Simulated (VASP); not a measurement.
# Si2W (P6_222) in VASP: single point with PBEsol

Aim: the single point of Si2W with PBEsol.

Everything below comes from runs of VASP 6.6.1. Logs are shortened: lines on timing, memory, paths and dates and some standing lists are left out, and cuts for length are marked.

## 1. The cell of the first run

It takes space group P6_222 (No. 180, hexagonal). The conventional cell has a = 4.576 Å, b = 4.576 Å, c = 6.603 Å, α = 90.00°, β = 90.00°, γ = 120.00°. Si (site symmetry 2) has 9 Si at 2.56 to 3.20 Å and 5 W at 2.57 to 2.66 Å within 3.4 Å. W (site symmetry 222) has 10 Si at 2.57 to 2.66 Å and 4 W at 3.17 Å within 3.4 Å.

## 2. Single point, PBEsol

INCAR

```
ALGO = Normal ; EDIFF = 1E-7
ENCUT = 520 ; GGA = PS
ISIF = 2 ; ISMEAR = 0
LASPH = True ; LCHARG = True
LELF = True ; LREAL = False
LVHAR = True ; LWAVE = False
NBANDS = 43 ; NELM = 100
PREC = Accurate ; SIGMA = 0.15
```

KPOINTS

```
k-points
0
Gamma
  12 12 6
```

POSCAR

```
Si2W
1.0
    4.5760866017      0.0000000000      0.0000000000
   -2.2880433009      3.9630072470      0.0000000000
    0.0000000000      0.0000000000      6.6033074698
Si W
6 3
Direct
    0.8361793875      0.6723587749      0.5000000000
    0.1638206125      0.8361793875      0.8333333333
    0.6723587749      0.8361793875      0.1666666667
    0.1638206125      0.3276412251      0.5000000000
    0.8361793875      0.1638206125      0.8333333333
    0.3276412251      0.1638206125      0.1666666667
    0.0000000000      0.5000000000      0.1666666667
    0.5000000000      0.5000000000      0.8333333333
    0.5000000000      0.0000000000      0.5000000000
```

Potentials or basis: VASP PAW PBE potentials, release 64 (Si, W_sv).

The run is started by

```bash
$ cat potpaw_PBE.64/Si/POTCAR potpaw_PBE.64/W_sv/POTCAR > POTCAR
$ mpirun -np 1 vasp_std > vasp.out
```

OUTCAR:

```text
EDIFF = 1E-7
   ENCUT = 520
   GGA = PS
   ISIF = 2
   ISMEAR = 0
   LASPH = True
   LREAL = False
   NELM = 100
   PREC = Accurate

 ion  position               nearest neighbor table
   1  0.836  0.672  0.500-   2 2.56   3 2.56   7 2.57   8 2.57   4 2.60   9 2.63   9 2.63   9 2.66
                             4 2.66   4 2.66   6 3.15   5 3.15
   2  0.164  0.836  0.833-   1 2.56   6 2.56   9 2.57   7 2.57   5 2.60   8 2.63   8 2.63   8 2.66
                             5 2.66   5 2.66   4 3.15   3 3.15
   3  0.672  0.836  0.167-   1 2.56   5 2.56   9 2.57   8 2.57   6 2.60   7 2.63   7 2.63   7 2.66
                             6 2.66   6 2.66   4 3.15   2 3.15
   4  0.164  0.328  0.500-   5 2.56   6 2.56   7 2.57   8 2.57   1 2.60   9 2.63   9 2.63   9 2.66
                             1 2.66   1 2.66   3 3.15   2 3.15
   5  0.836  0.164  0.833-   4 2.56   3 2.56   9 2.57   7 2.57   2 2.60   8 2.63   8 2.63   8 2.66
                             2 2.66   2 2.66   1 3.15   6 3.15
   6  0.328  0.164  0.167-   4 2.56   2 2.56   9 2.57   8 2.57   3 2.60   7 2.63   7 2.63   7 2.66
                             3 2.66   3 2.66   1 3.15   5 3.15
   7  0.000  0.500  0.167-   1 2.57   4 2.57   2 2.57   5 2.57   6 2.63   3 2.63   6 2.63   3 2.63
                             3 2.66   6 2.66   9 3.17   9 3.17   8 3.17   8 3.17
   8  0.500  0.500  0.833-   1 2.57   4 2.57   3 2.57   6 2.57   2 2.63   5 2.63   2 2.63   5 2.63
                             5 2.66   2 2.66   9 3.17   9 3.17   7 3.17   7 3.17
   9  0.500  0.000  0.500-   3 2.57   6 2.57   5 2.57   2 2.57   4 2.63   1 2.63   4 2.63   1 2.63
                             4 2.66   1 2.66   7 3.17   7 3.17   8 3.17   8 3.17

  LATTYP: Found a hexagonal cell.
 ALAT       =     4.5760866017
 C/A-ratio  =     1.4430031694

  Lattice vectors:

 A1 = (   4.5760866017,   0.0000000000,   0.0000000000)
 A2 = (  -2.2880433009,   3.9630072470,   0.0000000000)
 A3 = (   0.0000000000,   0.0000000000,   6.6033074698)

Analysis of symmetry for initial positions (statically):
=====================================================================
 Subroutine PRICEL returns:
 Original cell was already a primitive cell.

 Routine SETGRP: Setting up the symmetry group for a
 hexagonal supercell.

 Subroutine GETGRP returns: Found 12 space group operations
 (whereof  4 operations were pure point group operations)
 out of a pool of 24 trial point group operations.

The static configuration has the point symmetry D_2 .
 The point group associated with its full space group is D_6 .

Analysis of symmetry for dynamics (positions and initial velocities):
=====================================================================
 Subroutine PRICEL returns:
 Original cell was already a primitive cell.

 Routine SETGRP: Setting up the symmetry group for a
 hexagonal supercell.

 Subroutine GETGRP returns: Found 12 space group operations
 (whereof  4 operations were pure point group operations)
 out of a pool of 24 trial point group operations.

The dynamic configuration has the point symmetry D_2 .
 The point group associated with its full space group is D_6 .

 Subroutine INISYM returns: Found 12 space group operations
 (whereof  4 operations are pure point group operations),
 and found     1 'primitive' translations

----------------------------------------------------------------------------------------

                                     Primitive cell

  volume of cell :     119.7514

  direct lattice vectors                    reciprocal lattice vectors
     4.576086602  0.000000000  0.000000000     0.218527333  0.126166814  0.000000000
    -2.288043301  3.963007247  0.000000000     0.000000000  0.252333629  0.000000000
     0.000000000  0.000000000  6.603307470     0.000000000  0.000000000  0.151439260

  length of vectors
     4.576086602  4.576086602  6.603307470     0.252333629  0.252333629  0.151439260

  position of ions in fractional coordinates (direct lattice)
     0.836179388  0.672358775  0.500000000
     0.163820612  0.836179388  0.833333333
     0.672358775  0.836179388  0.166666667
     0.163820612  0.327641225  0.500000000
     0.836179388  0.163820612  0.833333333
     0.327641225  0.163820612  0.166666667
     0.000000000  0.500000000  0.166666667
     0.500000000  0.500000000  0.833333333
     0.500000000  0.000000000  0.500000000

  ion indices of the primitive-cell ions
   primitive index   ion index
                 1           1
                 2           2
                 3           3
                 4           4
                 5           5
                 6           6
                 7           7
                 8           8
                 9           9

----------------------------------------------------------------------------------------

 KPOINTS: k-points

Automatic generation of k-mesh.
 Grid dimensions read from file:
 generate k-points for:   12   12    6

 Generating k-lattice:

  Cartesian coordinates                     Fractional coordinates (reciprocal lattice)
     0.018210611  0.010513901  0.000000000     0.083333333  0.000000000  0.000000000
     0.000000000  0.021027802  0.000000000     0.000000000  0.083333333  0.000000000
     0.000000000  0.000000000  0.025239877     0.000000000  0.000000000  0.166666667

  Length of vectors
     0.021027802  0.021027802  0.025239877

  Shift w.r.t. Gamma in fractional coordinates (k-lattice)
     0.000000000  0.000000000  0.000000000

 Subroutine IBZKPT returns following result:
 ===========================================

 Found     76 irreducible k-points:

 Following reciprocal coordinates:
            Coordinates               Weight
  0.000000  0.000000  0.000000      1.000000
  0.083333  0.000000  0.000000      6.000000
  0.166667 -0.000000  0.000000      6.000000
  0.250000 -0.000000  0.000000      6.000000
  0.333333 -0.000000  0.000000      6.000000
  0.416667  0.000000  0.000000      6.000000
[... 16 lines left out ...]
  0.250000 -0.000000  0.166667     12.000000
  0.333333 -0.000000  0.166667     12.000000
 [... further k-points ...]
   k-points           NKPTS =     76   k-points in BZ     NKDIM =     76   number of bands    NBANDS=     43
   number of dos      NEDOS =    301   number of ions     NIONS =      9
   total plane-waves  NPLWV =  64800
   dimension x,y,z NGX =    36 NGY =   36 NGZ =   50
   dimension x,y,z NGXF=    72 NGYF=   72 NGZF=  100
   ions per type =               6   3
   NGX,Y,Z   is equivalent  to a cutoff of  13.08, 13.08, 12.59 a.u.
   NGXF,Y,Z  is equivalent  to a cutoff of  26.16, 26.16, 25.18 a.u.
 SYSTEM =  unknown system
   PREC   = accura    normal or accurate (medium, high low for compatibility)
   ISTART =      0    job   : 0-new  1-cont  2-samecut
   ICHARG =      2    charge: 1-file 2-atom 10-const
   ISPIN  =      1    spin polarized calculation?
   LNONCOLLINEAR =      F non collinear calculations
   LSORBIT =      F    spin-orbit coupling
   LASPH  =      T    aspherical Exc in radial PAW
   ENCUT  =  520.0 eV  38.22 Ry    6.18 a.u.   8.51  8.51 12.28*2*pi/ulx,y,z
   NELM   =    100;   NELMIN=  2; NELMDL= -5     # of ELM steps
   EDIFF  = 0.1E-06   stopping-criterion for ELM
   LREAL  =      F    real-space projection
   EDIFFG = 0.1E-05   stopping-criterion for IOM
   NSW    =      0    number of steps for IOM
   IBRION =     -1    ionic relax: 0-MD 1-quasi-New 2-CG
   NFREE  =      0    steps in history (QN), initial steepest desc. (CG)
   ISIF   =      2    stress and relaxation
   ISYM   =      2    0-nonsym 1-usesym 2-fastsym
   POTIM  = 0.5000    time-step for ionic-motion
   TEBEG  =    0.0;   TEEND  =   0.0 temperature during run
   PSTRESS=    0.0 pullay stress
   NELECT =      66.0000    total number of electrons
   NUPDOWN=      -1.0000    fix difference up-down
   EMIN   =  10.00;   EMAX   =-10.00  energy-range for DOS
   EFERMI =   0.00;   METHOD = LEGACY
   ISMEAR =     0;   SIGMA  =   0.15  broadening in eV -4-tet -1-fermi 0-gaus
   EFERMI_NEDOS =   21; number of points for ismear=-14 and -15
   IALGO  =     38    algorithm
   IMIX   =      4    mixing-type and parameters
     AMIX     =   0.40;   BMIX     =  1.00
     AMIX_MAG =   1.60;   BMIX_MAG =  1.00
  volume/ion in A,a.u.               =      13.31        89.79
  Fermi-wavevector in a.u.,A,eV,Ry     =   1.342237  2.536461 24.512265  1.801601
  Thomas-Fermi vector in A             =   2.470407
   LORBIT       =      0    0 simple, 1 ext, 2 COOP (PROOUT), +10 PAW based schemes
   GGA     = PS    functional components
   LHFCALC =     F    Hartree Fock is set to
   AEXX    =    0.0000 exact exchange contribution
   IVDW    =     0    specifies the selected vdW correction
   LEPSILON=     F    determine dielectric tensor
   LRPA    =     F    only Hartree local field effects (RPA)
 non-spin polarized calculation
 Gauss-broadening in eV      SIGMA  =   0.15
  energy-cutoff  :      520.00
  volume of cell :      119.75
 maximum number of plane-waves:      3300
 NGX is ok and might be reduce to    36
   NGX = 17   NGY = 17   NGZ = 25

 number of electron      66.0000002 magnetization

 Free energy of the ion-electron system (eV)
  ---------------------------------------------------
  ext. energy  EPLUGINS =         0.00000000
  ---------------------------------------------------
  free energy    TOTEN  =       -79.31582683 eV

  energy without entropy =      -79.31319412  energy(sigma->0) =      -79.31451048

 E-fermi :  12.6511     XC(G=0): -12.6664

 val. band max:       12.6486209841   @ k =   0.5000  -0.0000   0.0000
 cond. band min:      12.8032871437   @ k =   0.4167   0.0000   0.0000
 fundamental gap:      0.1546661596
 Fermi energy:        12.6510962338

 k-point     1 :       0.0000    0.0000    0.0000
  band No.  band energies     occupation
      1     -61.6230      2.00000
      2     -61.6096      2.00000
      3     -61.6096      2.00000
      4     -26.0191      2.00000
      5     -26.0141      2.00000
      6     -26.0141      2.00000
[... 35 lines left out ...]
     42      15.6269      0.00000
     43      16.0449      0.00000
[... 1017 lines left out ...]
      3     -61.6089      2.00000
      4     -26.0565      2.00000
      5     -26.0398      2.00000
      6     -25.9968      2.00000
[... 35 lines left out ...]
     42      16.0813      0.00000
     43      16.1593      0.00000

 [... further k-points ...]

------------------------ aborting loop because EDIFF is reached ----------------------------------------

  FORCE on cell =-STRESS in cart. coord.  units (eV):
  Direction    XX          YY          ZZ          XY          YZ          ZX
  --------------------------------------------------------------------------------------
  -------------------------------------------------------------------------------------
  Total        0.2400665      0.2400665      0.2837494     -0.0000000      0.0000000      0.0000000
  in kB        3.2118958      3.2118958      3.7963378     -0.0000000      0.0000000      0.0000000
  external PRESSURE =       3.4067098 kB  Pullay stress =       0.0000000 kB

 VOLUME and BASIS-vectors are now :
 -----------------------------------------------------------------------------
  energy-cutoff  :      520.00
  volume of cell :      119.75
      direct lattice vectors                 reciprocal lattice vectors
     4.576086602  0.000000000  0.000000000     0.218527333  0.126166814  0.000000000
    -2.288043301  3.963007247  0.000000000     0.000000000  0.252333629  0.000000000
     0.000000000  0.000000000  6.603307470     0.000000000  0.000000000  0.151439260

 POSITION                                       TOTAL-FORCE (eV/Angst)
 -----------------------------------------------------------------------------------
      2.28804      2.66456      3.30165        -0.000000      0.006309      0.000000
     -1.16356      3.31378      5.50276        -0.005464      0.003154      0.000000
      1.16356      3.31378      1.10055         0.005464      0.003154      0.000000
     -0.00000      1.29844      3.30165         0.000000     -0.006309      0.000000
      3.45160      0.64922      5.50276         0.005464     -0.003154      0.000000
      1.12449      0.64922      1.10055        -0.005464     -0.003154      0.000000
     -1.14402      1.98150      1.10055         0.000000      0.000000     -0.000000
      1.14402      1.98150      5.50276         0.000000      0.000000     -0.000000
      2.28804      0.00000      3.30165         0.000000      0.000000      0.000000
 -----------------------------------------------------------------------------------
    total drift:                               -0.000000     -0.000000      0.000000

  FREE ENERGIE OF THE ION-ELECTRON SYSTEM (eV)
  ---------------------------------------------------
  free  energy   TOTEN  =       -79.3158268340 eV

  energy  without entropy=      -79.3131941195  energy(sigma->0) =      -79.31451048
```

Wall time 4.3 min (1 thread of Intel Xeon Platinum 8488C (Sapphire Rapids), shared host); peak memory 0.43 GiB.

Results:

| Item | Value |
| --- | --- |
| Free energy | -79.3158 eV |
| Pressure | 0.3 GPa |
| Largest force | 0.006 eV/Å |
| Band gap on the k mesh | zero (filled and empty bands touch) |

Forces in eV/Å, atoms in the order of the input:
```
Si   0.000  0.006  0.000
Si  -0.005  0.003  0.000
Si   0.005  0.003  0.000
Si   0.000 -0.006  0.000
Si   0.005 -0.003  0.000
Si  -0.005 -0.003  0.000
W    0.000  0.000  0.000
W    0.000  0.000  0.000
W    0.000  0.000  0.000
```

Levels at points of the mesh, in eV from the Fermi level:
```tsv
k point	band 29	band 30	band 31	band 32	band 33	band 34	band 35	band 36	band 37	band 38
(0.00, 0.00, 0.00)	-3.44	-3.44	-3.06	-2.63	-1.01	2.20	2.20	2.33	2.46	2.61
(0.50, 0.00, 0.00)	-2.52	-2.38	-1.73	-1.21	-0.70	0.00	0.79	0.91	1.01	1.90
(0.00, 0.00, 0.50)	-2.77	-2.77	-2.61	-0.78	-0.78	1.78	2.12	2.12	2.33	2.41
(0.50, 0.00, 0.50)	-3.30	-3.02	-2.17	-1.31	-0.01	0.66	1.05	1.27	1.47	1.82
```

Caveat: the PAW data sets were made with another functional, which shifts forces and pressure a little; spin-orbit coupling is left out, which moves the levels of the heavy elements.

The gap in the log of VASP goes by the Fermi energy; the results here count the filled bands.